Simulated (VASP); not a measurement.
# GaP (F-43m) in VASP: further runs

GaP is run at these levels: PBEsol; tasks: relaxation of cell and atoms.

All numbers are computed with VASP 6.6.1; they aren't measurements. Logs are shortened: lines on timing, memory, paths and dates and some standing lists are left out, and cuts for length are marked.

### 1 The cell of the first run

Symmetry: F-43m, No. 216, cubic system. Conventional cell: a = 5.439 Å, b = 5.439 Å, c = 5.439 Å, α = 90.00°, β = 90.00°, γ = 90.00°. Within 3.1 Å of Ga (site symmetry -43m) lie 4 P at 2.35 Å. Within 3.1 Å of P (site symmetry -43m) lie 4 Ga at 2.35 Å.

### 2 Relaxation of cell and atoms, PBEsol, target pressure 7 GPa, at which the enthalpy is minimised

Input file INCAR:

```
SYSTEM = GaP
ALGO = Normal ; EDIFF = 1E-7
EDIFFG = -0.002 ; ENCUT = 600
GGA = PS ; IBRION = 2
ISIF = 3 ; ISMEAR = 0
LASPH = .TRUE. ; LCHARG = .FALSE.
LREAL = .FALSE. ; LWAVE = .FALSE.
NELM = 60 ; NSW = 100
PREC = Accurate ; PSTRESS = 70.0
SIGMA = 0.01
```

Input file KPOINTS:

```
k-points
0
G
  8 8 8
  0 0 0
```

Input file POSCAR:

```
GaP
1.0
    0.0000000000      2.7192748328      2.7192748328
    2.7192748328      0.0000000000      2.7192748328
    2.7192748328      2.7192748328      0.0000000000
Ga P
1 1
Direct
    0.0000000000      0.0000000000      0.0000000000
    0.7500000000      0.7500000000      0.7500000000
```

Potentials or basis: VASP PAW PBE potentials, release 64 (Ga_d, P).

Started as:

```console
> cat potpaw_PBE.64/Ga_d/POTCAR potpaw_PBE.64/P/POTCAR > POTCAR
> mpirun -np 1 vasp_std > vasp.out
```

OUTCAR:

```text
SYSTEM = GaP
   EDIFF = 1E-7
   EDIFFG = -0.002
   ENCUT = 600
   GGA = PS
   IBRION = 2
   ISIF = 3
   ISMEAR = 0
   LASPH = .TRUE.
   LREAL = .FALSE.
   NELM = 60
   NSW = 100
   PREC = Accurate
   PSTRESS = 70.0

 ion  position               nearest neighbor table
   1  0.000  0.000  0.000-   2 2.35   2 2.35   2 2.35   2 2.35
   2  0.750  0.750  0.750-   1 2.35   1 2.35   1 2.35   1 2.35

  LATTYP: Found a face centered cubic cell.
 ALAT       =     5.4385496656

  Lattice vectors:

 A1 = (   0.0000000000,   2.7192748328,   2.7192748328)
 A2 = (   2.7192748328,   0.0000000000,   2.7192748328)
 A3 = (   2.7192748328,   2.7192748328,   0.0000000000)

Analysis of symmetry for initial positions (statically):
=====================================================================
 Subroutine PRICEL returns:
 Original cell was already a primitive cell.

 Routine SETGRP: Setting up the symmetry group for a
 face centered cubic supercell.

 Subroutine GETGRP returns: Found 24 space group operations
 (whereof 24 operations were pure point group operations)
 out of a pool of 48 trial point group operations.

The static configuration has the point symmetry T_d .

Analysis of symmetry for dynamics (positions and initial velocities):
=====================================================================
 Subroutine PRICEL returns:
 Original cell was already a primitive cell.

 Routine SETGRP: Setting up the symmetry group for a
 face centered cubic supercell.

 Subroutine GETGRP returns: Found 24 space group operations
 (whereof 24 operations were pure point group operations)
 out of a pool of 48 trial point group operations.

The dynamic configuration has the point symmetry T_d .

 Subroutine INISYM returns: Found 24 space group operations
 (whereof 24 operations are pure point group operations),
 and found     1 'primitive' translations

----------------------------------------------------------------------------------------

                                     Primitive cell

  volume of cell :      40.2151

  direct lattice vectors                    reciprocal lattice vectors
     0.000000000  2.719274833  2.719274833    -0.183872551  0.183872551  0.183872551
     2.719274833  0.000000000  2.719274833     0.183872551 -0.183872551  0.183872551
     2.719274833  2.719274833  0.000000000     0.183872551  0.183872551 -0.183872551

  length of vectors
     3.845635348  3.845635348  3.845635348     0.318476600  0.318476600  0.318476600

  position of ions in fractional coordinates (direct lattice)
[... 99 lines left out ...]
     AMIX_MAG =   1.60;   BMIX_MAG =  1.00
  volume/ion in A,a.u.               =      20.11       135.69
  Fermi-wavevector in a.u.,A,eV,Ry     =   1.252283  2.366472 21.336837  1.568213
  Thomas-Fermi vector in A             =   2.386191
   LORBIT       =      0    0 simple, 1 ext, 2 COOP (PROOUT), +10 PAW based schemes
   GGA     = PS    functional components
   LHFCALC =     F    Hartree Fock is set to
   AEXX    =    0.0000 exact exchange contribution
   IVDW    =     0    specifies the selected vdW correction
   LEPSILON=     F    determine dielectric tensor
   LRPA    =     F    only Hartree local field effects (RPA)
 conjugate gradient relaxation of ions
 non-spin polarized calculation
 Gauss-broadening in eV      SIGMA  =   0.01
  energy-cutoff  :      600.00
  volume of cell :       40.22
 maximum number of plane-waves:      1363
   NGX = 15   NGY = 15   NGZ = 15

--------------------------------------- Ionic step        1  -------------------------------------------

 number of electron      18.0000005 magnetization

 Free energy of the ion-electron system (eV)
  ---------------------------------------------------
  ext. energy  EPLUGINS =         0.00000000
  ---------------------------------------------------
  free energy    TOTEN  =        -9.92110081 eV

  energy without entropy =       -9.92110081  energy(sigma->0) =       -9.92110081

------------------------ aborting loop because EDIFF is reached ----------------------------------------

  FORCE on cell =-STRESS in cart. coord.  units (eV):
  Direction    XX          YY          ZZ          XY          YZ          ZX
  --------------------------------------------------------------------------------------
  -------------------------------------------------------------------------------------
  Total       -0.0193477     -0.0193477     -0.0193477      0.0000000      0.0000000     -0.0000000
  in kB       -0.7708162     -0.7708162     -0.7708162      0.0000000      0.0000000     -0.0000000
  external PRESSURE =     -70.7708162 kB  Pullay stress =      70.0000000 kB
[... 177 lines left out ...]
--------------------------------------- Ionic step        6  -------------------------------------------

 number of electron      17.9999999 magnetization

 Free energy of the ion-electron system (eV)
  ---------------------------------------------------
  ext. energy  EPLUGINS =         0.00000000
  ---------------------------------------------------
  free energy    TOTEN  =        -9.86502674 eV

  energy without entropy =       -9.86502674  energy(sigma->0) =       -9.86502674

 E-fermi :   5.4727     XC(G=0): -10.3789

 val. band max:        5.4016305396   @ k =   0.0000   0.0000   0.0000
 cond. band min:       6.7453475928   @ k =   0.5000   0.5000   0.0000
 fundamental gap:      1.3437170531
 Fermi energy:         5.4726550255

 k-point     1 :       0.0000    0.0000    0.0000
  band No.  band energies     occupation
      1      -9.3010      2.00000
      2      -9.3010      2.00000
      3      -9.3010      2.00000
      4      -9.1738      2.00000
      5      -9.1738      2.00000
      6      -7.7419      2.00000
      7       5.4016      2.00000
      8       5.4016      2.00000
      9       5.4016      2.00000
     10       7.8034      0.00000
     11       9.1969      0.00000
     12       9.1969      0.00000
     13       9.1969      0.00000
[... 354 lines left out ...]
  band No.  band energies     occupation
      1      -9.4191      2.00000
      2      -9.2616      2.00000
      3      -9.2454      2.00000
      4      -9.1816      2.00000
      5      -9.1645      2.00000
      6      -4.9241      2.00000
      7      -1.4771      2.00000
      8       1.8678      2.00000
      9       3.2154      2.00000
     10       9.0042      0.00000
     11       9.5400      0.00000
     12      12.0383      0.00000
     13      13.4666      0.00000

 [... further k-points ...]

------------------------ aborting loop because EDIFF is reached ----------------------------------------

  FORCE on cell =-STRESS in cart. coord.  units (eV):
  Direction    XX          YY          ZZ          XY          YZ          ZX
  --------------------------------------------------------------------------------------
  -------------------------------------------------------------------------------------
  Total        1.6375338      1.6375338      1.6375338     -0.0000000      0.0000000      0.0000000
  in kB       70.0733748     70.0733748     70.0733748     -0.0000000      0.0000000      0.0000000
  external PRESSURE =       0.0733748 kB  Pullay stress =      70.0000000 kB
[... 21 lines left out ...]
  energy  without entropy=       -9.8650267363  energy(sigma->0) =       -9.86502674

  enthalpy is  TOTEN    =        -8.2292076312 eV   P V=        1.6358191051

 reached required accuracy - stopping structural energy minimisation
```

CONTCAR:

```text
GaP
   1.00000000000000
     0.0000000000000000    2.6552532002141729    2.6552532002141729
     2.6552532002141729    0.0000000000000000    2.6552532002141729
     2.6552532002141729    2.6552532002141729    0.0000000000000000
  Ga              P
     1     1
Direct
     0.0000000000000000    0.0000000000000000    0.0000000000000000
     0.7500000000000000    0.7500000000000000    0.7500000000000000

  0.00000000E+00  0.00000000E+00  0.00000000E+00
  0.00000000E+00  0.00000000E+00  0.00000000E+00
```

It took 1.8 min on 1 thread of Intel Xeon 8259CL, shared host; peak memory 0.2 GiB.

What came out:

```yaml
Free_energy: -9.8650 eV
Relaxed_volume: 18.72 Å³/atom
Relaxed_cell: a = 3.755 Å, b = 3.755 Å, c = 3.755 Å, α = 60.00°, β = 60.00°, γ = 60.00°
Space_group_after_relaxing_to_0.1_Å: F-43m (No. 216)
Energy_change_on_relaxing_the_run_minimises_the_enthalpy: +28.0 meV/atom
Ionic_steps: 6
Pressure_after_relaxing: 7.0 GPa
Band_gap_on_the_k_mesh: 1.34 eV (least direct gap 2.40 eV)
```

The path:
```csv
step,energy change (eV),largest force (eV/Å),pressure (GPa),volume (Å³)
1,0.0000,0.0000,-0.08,40.22
2,0.2012,0.0000,14.72,35.26
3,0.0551,0.0000,6.94,37.46
4,0.0574,0.0000,7.11,37.41
5,0.0547,0.0000,6.89,37.47
6,0.0561,0.0000,7.01,37.44
```

Final structure:
```
Ga P
1.0
     0.00000    2.65525    2.65525
     2.65525    0.00000    2.65525
     2.65525    2.65525    0.00000
Ga P
1 1
Direct
  0.00000 0.00000 0.00000
  0.75000 0.75000 0.75000
```

Caveat: the cell is relaxed towards a set pressure, so the run minimises the enthalpy, not the energy; the PAW data sets were made with another functional, which shifts forces and pressure a little. A k mesh can miss the band edges.

### 3 Relaxation of cell and atoms, PBEsol, target pressure 10 GPa, at which the enthalpy is minimised

Input file INCAR:

```
SYSTEM = GaP
  PREC = Accurate
  ENCUT = 600
  EDIFF = 1E-7
  ISMEAR = 0
  SIGMA = 0.01
  LREAL = .False.
  LASPH = .True.
  NELM = 60
  ALGO = Normal
  ISIF = 3
  LWAVE = .False.
  LCHARG = .False.
  GGA = PS
  IBRION = 2
  NSW = 100
  EDIFFG = -0.002
  PSTRESS = 100.0
```

Input file KPOINTS:

```
regular mesh
0
Gamma
  8 8 8
  0 0 0
```

POSCAR is that of step 2.

Potentials or basis: VASP PAW PBE potentials, release 64 (Ga_d, P).

Started as:

```console
> cat potpaw_PBE.64/Ga_d/POTCAR potpaw_PBE.64/P/POTCAR > POTCAR
> mpirun -np 1 vasp_std > vasp.out
```

OUTCAR:

```text
SYSTEM = GaP
   PREC = Accurate
   ENCUT = 600
   EDIFF = 1E-7
   ISMEAR = 0
   LREAL = .False.
   LASPH = .True.
   NELM = 60
   ISIF = 3
   GGA = PS
   IBRION = 2
   NSW = 100
   EDIFFG = -0.002
   PSTRESS = 100.0

 ion  position               nearest neighbor table
   1  0.000  0.000  0.000-   2 2.35   2 2.35   2 2.35   2 2.35
   2  0.750  0.750  0.750-   1 2.35   1 2.35   1 2.35   1 2.35

  LATTYP: Found a face centered cubic cell.
 ALAT       =     5.4385496656

  Lattice vectors:

 A1 = (   0.0000000000,   2.7192748328,   2.7192748328)
 A2 = (   2.7192748328,   0.0000000000,   2.7192748328)
 A3 = (   2.7192748328,   2.7192748328,   0.0000000000)

Analysis of symmetry for initial positions (statically):
=====================================================================
 Subroutine PRICEL returns:
 Original cell was already a primitive cell.

 Routine SETGRP: Setting up the symmetry group for a
[... 457 lines left out ...]
      4      -8.9467      2.00000
      5      -8.9467      2.00000
      6      -7.6712      2.00000
      7       5.6817      2.00000
      8       5.6817      2.00000
      9       5.6817      2.00000
     10       8.2940      0.00000
     11       9.4620      0.00000
     12       9.4620      0.00000
     13       9.4620      0.00000
[... 354 lines left out ...]
  band No.  band energies     occupation
      1      -9.2123      2.00000
      2      -9.0409      2.00000
      3      -9.0234      2.00000
      4      -8.9554      2.00000
      5      -8.9367      2.00000
      6      -4.7468      2.00000
      7      -1.3368      2.00000
      8       2.0511      2.00000
      9       3.4192      2.00000
     10       9.3424      0.00000
     11       9.8002      0.00000
     12      12.3902      0.00000
     13      13.8135      0.00000

 [... further k-points ...]

------------------------ aborting loop because EDIFF is reached ----------------------------------------

  FORCE on cell =-STRESS in cart. coord.  units (eV):
  Direction    XX          YY          ZZ          XY          YZ          ZX
  --------------------------------------------------------------------------------------
  -------------------------------------------------------------------------------------
  Total        2.2799752      2.2799752      2.2799752      0.0000000      0.0000000     -0.0000000
  in kB      100.0143828    100.0143828    100.0143828      0.0000000      0.0000000     -0.0000000
  external PRESSURE =       0.0143828 kB  Pullay stress =     100.0000000 kB
[... 21 lines left out ...]
  energy  without entropy=       -9.8165886794  energy(sigma->0) =       -9.81658868

  enthalpy is  TOTEN    =        -7.5369413818 eV   P V=        2.2796472976

 reached required accuracy - stopping structural energy minimisation
```

OSZICAR:

```text
N       E                     dE             d eps       ncg     rms          rms(c)
DAV:   1     0.834091472635E+02    0.83409E+02   -0.10230E+04   770   0.216E+03
DAV:   2    -0.390264117936E+01   -0.87312E+02   -0.83540E+02   834   0.353E+02
DAV:   3    -0.100914072331E+02   -0.61888E+01   -0.61577E+01   944   0.777E+01
DAV:   4    -0.102057282171E+02   -0.11432E+00   -0.11426E+00   899   0.112E+01
[... 66 lines left out ...]
       N       E                     dE             d eps       ncg     rms          rms(c)
DAV:   1    -0.981658990628E+01    0.20666E-03   -0.16214E-05  1014   0.928E-02    0.680E-03
DAV:   2    -0.981658887797E+01    0.10283E-05   -0.18360E-06   974   0.383E-02    0.303E-03
DAV:   3    -0.981658867273E+01    0.20524E-06   -0.25866E-07   606   0.126E-02    0.735E-04
DAV:   4    -0.981658867939E+01   -0.66580E-08   -0.41189E-08   427   0.310E-03
   8 F= -.75369414E+01 E0= -.75369414E+01  d E =-.283166E-05
```

CONTCAR:

```text
GaP
   1.00000000000000
     0.0000000000000000    2.6333954564828344    2.6333954564828344
     2.6333954564828344    0.0000000000000000    2.6333954564828344
     2.6333954564828344    2.6333954564828344    0.0000000000000000
  Ga              P
     1     1
Direct
     1.0000000000000000    0.0000000000000000    1.0000000000000000
     0.7500000000000000    0.7500000000000000    0.7500000000000000

  0.00000000E+00  0.00000000E+00  0.00000000E+00
  0.00000000E+00  0.00000000E+00  0.00000000E+00
```

Wall time 2.1 min (1 thread of Intel Xeon 8259CL, shared host); peak memory 0.2 GiB.

Results:

```
Free energy                                                : -9.8166 eV
Relaxed volume                                             : 18.26 Å³/atom
Relaxed cell                                               : a = 3.724 Å, b = 3.724 Å, c = 3.724 Å, α = 60.00°, β = 60.00°, γ = 60.00°
Space group after relaxing (to 0.1 Å)                      : F-43m (No. 216)
Energy change on relaxing (the run minimises the enthalpy) : +52.3 meV/atom
Ionic steps                                                : 8
Pressure after relaxing                                    : 10.0 GPa
Band gap on the k mesh                                     : 1.28 eV (least direct gap 2.61 eV)
```

Step by step:
```csv
step,energy change (eV),largest force (eV/Å),pressure (GPa),volume (Å³)
1,0.0000,0.0000,-0.08,40.22
2,0.4372,0.0000,24.08,33.29
3,0.1014,0.0000,9.82,36.57
4,0.1058,0.0000,10.08,36.50
5,0.1031,0.0000,9.90,36.55
6,0.1047,0.0000,10.03,36.52
7,0.1043,0.0000,9.97,36.53
8,0.1045,0.0000,10.00,36.52
```

Final structure:
```
CELL_PARAMETERS angstrom
0.00000 2.63340 2.63340
2.63340 0.00000 2.63340
2.63340 2.63340 0.00000
ATOMIC_POSITIONS crystal
Ga 0.00000 0.00000 0.00000
P 0.75000 0.75000 0.75000
```

Levels at points of the mesh, in eV from the valence-band top:
| k point | band 6 | band 7 | band 8 | band 9 | band 10 | band 11 | band 12 | band 13 |
| --- | --- | --- | --- | --- | --- | --- | --- | --- |
| (0.00, 0.00, 0.00) | -13.35 | 0.00 | 0.00 | 0.00 | 2.61 | 3.78 | 3.78 | 3.78 |
| (0.50, 0.00, 0.00) | -10.90 | -7.33 | -1.29 | -1.29 | 1.90 | 4.60 | 4.60 | 8.24 |
| (0.50, 0.50, 0.00) | -9.85 | -7.33 | -3.10 | -3.10 | 1.28 | 1.58 | 11.32 | 11.32 |

Caveat: the cell is relaxed towards a set pressure, so the run minimises the enthalpy, not the energy; the PAW data sets were made with another functional, which shifts forces and pressure a little. A k mesh can miss the band edges.

[end of part 1 of 2]
